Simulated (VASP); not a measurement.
# TiB2 (P6/mmm) in VASP: further runs, part 2 of 2

VASP 6.6.1. The steps go on from the part before.

### Step 3. Single point, PBE (8.30 Å³/atom)

This run uses another cell than the first one, of 8.30 Å³/atom.

The input, INCAR:

```
SYSTEM = TiB2
PREC = Accurate ; ENCUT = 520
EDIFF = 1E-6 ; ISMEAR = 0
SIGMA = 0.1 ; LREAL = .FALSE.
LASPH = .TRUE. ; NELM = 100
ALGO = Normal ; ISIF = 2
LWAVE = .FALSE. ; LCHARG = .TRUE.
GGA = PE ; LELF = .TRUE.
LVHAR = .TRUE. ; NBANDS = 16
```

The input, KPOINTS:

```
Automatic mesh
0
G
  18 18 14
  0 0 0
```

The input, POSCAR:

```
TiB2
1.0
    3.0053314484      0.0000000000      0.0000000000
   -1.5026657242      2.6026933811      0.0000000000
    0.0000000000      0.0000000000      3.1828449128
Ti B
1 2
Direct
    0.0000000000      0.0000000000      0.0000000000
    0.3333333333      0.6666666667      0.5000000000
    0.6666666667      0.3333333333      0.5000000000
```

Potentials or basis: VASP PAW PBE potentials, release 64 (Ti_sv, B).

Run with:

```
> cat potpaw_PBE.64/Ti_sv/POTCAR potpaw_PBE.64/B/POTCAR > POTCAR
> mpirun -np 1 vasp_std > vasp.out
```

Wall time 53 s (1 thread of Intel Xeon Platinum 8488C (Sapphire Rapids), shared host); peak memory 0.23 GiB.

It converged, with:

- Free energy: -24.4102 eV
- Pressure: 8.4 GPa
- Band gap on the k mesh: zero (bands 9 and 10 overlap by 0.63 eV)

Stress tensor (GPa, compression positive):
```
8.34 0.00 0.00
0.00 8.34 0.00
0.00 0.00 8.42
```

Levels at points of the mesh, in eV from the Fermi level:
```
           k point  band 5  band 6  band 7  band 8  band 9  band 10  band 11  band 12  band 13  band 14
(0.00, 0.00, 0.00)  -13.71   -2.76   -2.76   -2.31   -2.22     1.94     1.94     3.79     3.79     5.80
(0.50, 0.00, 0.00)   -9.57   -9.35   -3.38   -3.32   -2.39     1.36     2.80     3.30     3.44     7.63
(0.00, 0.00, 0.50)  -11.68   -7.77   -0.63   -0.63   -0.27    -0.27     0.41     0.41     1.74     6.56
(0.50, 0.00, 0.50)   -9.93   -7.65   -4.82   -3.97   -3.21     2.59     2.99     4.67     4.74     5.48
```

Caveat: the cell stands under pressure.

### Step 4. Single point, PBE (8.81 Å³/atom)

This run uses another cell than the first one, of 8.81 Å³/atom.

The input, INCAR:

```
PREC = Accurate
ENCUT = 520
EDIFF = 1E-6
ISMEAR = 0
SIGMA = 0.1
LREAL = F
LASPH = T
NELM = 80
ALGO = Normal
ISIF = 2
LWAVE = F
LCHARG = T
GGA = PE
LELF = T
LVHAR = T
NBANDS = 16
```

The input, KPOINTS:

```
Automatic mesh
0
Gamma
  18 18 14
```

The input, POSCAR:

```
TiB2
1.0
    3.0577351718      0.0000000000      0.0000000000
   -1.5288675859      2.6480763368      0.0000000000
    0.0000000000      0.0000000000      3.2648706704
Ti B
1 2
Direct
    0.0000000000      0.0000000000      0.0000000000
    0.3333333333      0.6666666667      0.5000000000
    0.6666666667      0.3333333333      0.5000000000
```

Run with:

```
> cat potpaw_PBE.64/Ti_sv/POTCAR potpaw_PBE.64/B/POTCAR > POTCAR
> mpirun -np 1 vasp_std > vasp.out
```

Wall time 55 s (1 thread of Intel Xeon Platinum 8488C (Sapphire Rapids), shared host); peak memory 0.23 GiB.

It converged, with:

| Property | Result |
| --- | --- |
| Free energy | -24.4149 eV |
| Pressure | -6.7 GPa |
| Band gap on the k mesh | zero (bands 9 and 10 overlap by 0.61 eV) |

Levels at points of the mesh, in eV from the Fermi level:
```tsv
k point	band 6	band 7	band 8	band 9	band 10	band 11	band 12	band 13
(0.00, 0.00, 0.00)	-2.57	-2.57	-2.38	-2.09	1.76	1.76	3.46	3.46
(0.50, 0.00, 0.00)	-9.22	-3.26	-3.19	-2.23	1.23	2.58	3.03	3.22
(0.00, 0.00, 0.50)	-7.53	-0.59	-0.59	-0.21	-0.21	0.38	0.38	1.50
(0.50, 0.00, 0.50)	-7.53	-4.57	-3.76	-3.18	2.31	2.75	4.19	4.34
```

Caveat: the cell stands under tension.

### Step 5. Single point, PBE (9.07 Å³/atom)

This run uses another cell than the first one, of 9.07 Å³/atom.

The input, INCAR:

```
PREC = Accurate ; ENCUT = 520
EDIFF = 1E-6 ; ISMEAR = 0
SIGMA = 0.1 ; LREAL = F
LASPH = T ; NELM = 100
ALGO = Normal ; ISIF = 2
LWAVE = F ; LCHARG = T
GGA = PE ; LELF = T
LVHAR = T ; NBANDS = 16
```

The input, KPOINTS:

```
regular mesh
0
Gamma
  18 18 14
```

The input, POSCAR:

```
TiB2
1.0
    3.0829454315      0.0000000000      0.0000000000
   -1.5414727157      2.6699090622      0.0000000000
    0.0000000000      0.0000000000      3.3052376041
Ti B
1 2
Direct
    0.0000000000      0.0000000000      0.0000000000
    0.3333333333      0.6666666667      0.5000000000
    0.6666666667      0.3333333333      0.5000000000
```

Potentials or basis: VASP PAW PBE potentials, release 64 (Ti_sv, B).

Run with:

```
> cat potpaw_PBE.64/Ti_sv/POTCAR potpaw_PBE.64/B/POTCAR > POTCAR
> mpirun -np 1 vasp_std > vasp.out
```

OUTCAR:

```text
PREC = Accurate
   ENCUT = 520
   EDIFF = 1E-6
   ISMEAR = 0
   LREAL = F
   LASPH = T
   NELM = 100
   ISIF = 2
   GGA = PE

 ion  position               nearest neighbor table
   1  0.000  0.000  0.000-   2 2.43   3 2.43   2 2.43   3 2.43   3 2.43   3 2.43   2 2.43   2 2.43
                             3 2.43   3 2.43   2 2.43   2 2.43
   2  0.333  0.667  0.500-   3 1.78   3 1.78   3 1.78   1 2.43   1 2.43   1 2.43   1 2.43   1 2.43
                             1 2.43
   3  0.667  0.333  0.500-   2 1.78   2 1.78   2 1.78   1 2.43   1 2.43   1 2.43   1 2.43   1 2.43
                             1 2.43

  LATTYP: Found a hexagonal cell.
 ALAT       =     3.0829454315
 C/A-ratio  =     1.0721038298

  Lattice vectors:

 A1 = (   3.0829454315,   0.0000000000,   0.0000000000)
 A2 = (  -1.5414727157,   2.6699090622,   0.0000000000)
 A3 = (   0.0000000000,   0.0000000000,   3.3052376041)

Analysis of symmetry for initial positions (statically):
=====================================================================
 Subroutine PRICEL returns:
 Original cell was already a primitive cell.

 Routine SETGRP: Setting up the symmetry group for a
[... 172 lines left out ...]

 val. band max:        9.4011802073   @ k =   0.0556   0.0556   0.5000
 cond. band min:       9.4097152500   @ k =   0.0556   0.0556   0.2857
 fundamental gap:      0.0085350427
 Fermi energy:         9.4087640517

 k-point     1 :       0.0000    0.0000    0.0000
  band No.  band energies     occupation
      1     -47.7413      2.00000
      2     -24.0843      2.00000
      3     -23.7957      2.00000
      4     -23.7957      2.00000
      5      -3.8197      2.00000
      6       6.9248      2.00000
[... 433 lines left out ...]
      3     -24.0287      2.00000
      4     -23.8945      2.00000
      5      -0.3721      2.00000
      6       1.2349      2.00000
[... 8 lines left out ...]
     15      16.8165      0.00000
     16      17.6008      0.00000

 [... further k-points ...]

------------------------ aborting loop because EDIFF is reached ----------------------------------------

  FORCE on cell =-STRESS in cart. coord.  units (eV):
  Direction    XX          YY          ZZ          XY          YZ          ZX
  --------------------------------------------------------------------------------------
  -------------------------------------------------------------------------------------
  Total       -2.1762911     -2.1762911     -2.1693232     -0.0000000     -0.0000000      0.0000000
  in kB     -128.1629768   -128.1629768   -127.7526285     -0.0000000     -0.0000000      0.0000000
  external PRESSURE =    -128.0261940 kB  Pullay stress =       0.0000000 kB

 VOLUME and BASIS-vectors are now :
 -----------------------------------------------------------------------------
  energy-cutoff  :      520.00
  volume of cell :       27.21
      direct lattice vectors                 reciprocal lattice vectors
     3.082945432  0.000000000  0.000000000     0.324365131  0.187272296  0.000000000
    -1.541472716  2.669909062  0.000000000     0.000000000  0.374544592  0.000000000
     0.000000000  0.000000000  3.305237604     0.000000000  0.000000000  0.302550110

 POSITION                                       TOTAL-FORCE (eV/Angst)
 -----------------------------------------------------------------------------------
      0.00000      0.00000      0.00000         0.000000      0.000000     -0.000000
     -0.00000      1.77994      1.65262        -0.000000      0.000000     -0.000000
      1.54147      0.88997      1.65262         0.000000     -0.000000      0.000000
 -----------------------------------------------------------------------------------
    total drift:                               -0.000000      0.000000     -0.000000

  FREE ENERGIE OF THE ION-ELECTRON SYSTEM (eV)
  ---------------------------------------------------
  free  energy   TOTEN  =       -24.3678799944 eV

  energy  without entropy=      -24.3660642613  energy(sigma->0) =      -24.36697213
```

Run time: 75 s. Hardware: 1 thread of Intel Xeon Platinum 8488C (Sapphire Rapids), shared host; peak memory 0.24 GiB.

What came out:

- Free energy: -24.3679 eV
- Pressure: -12.8 GPa
- Band gap on the k mesh: zero (bands 9 and 10 overlap by 0.63 eV)

Caveat: the cell stands under tension.

### Step 6. Overview

```tsv
cell	gap on the mesh (eV)	pressure (GPa)
a = 2.978, b = 2.978, c = 3.142 Å, angles 90.0, 90.0, 120.0°, 3 atoms	none	17.8
a = 3.005, b = 3.005, c = 3.183 Å, angles 90.0, 90.0, 120.0°, 3 atoms	none	8.4
a = 3.058, b = 3.058, c = 3.265 Å, angles 90.0, 90.0, 120.0°, 3 atoms	none	-6.7
a = 3.083, b = 3.083, c = 3.305 Å, angles 90.0, 90.0, 120.0°, 3 atoms	none	-12.8
```

Alike in all rows: task single point; level PBE; potentials or basis VASP PAW PBE potentials, release 64 (Ti_sv, B); no spin polarisation; k mesh 18 × 18 × 14; cutoff (eV) 520; smearing gaussian 0.1 eV.

Caveats: the cell stands under pressure (at least some runs); the cell stands under tension (at least some runs).

Total energies depend on the potentials used, so only differences within one code and one set of settings carry meaning.
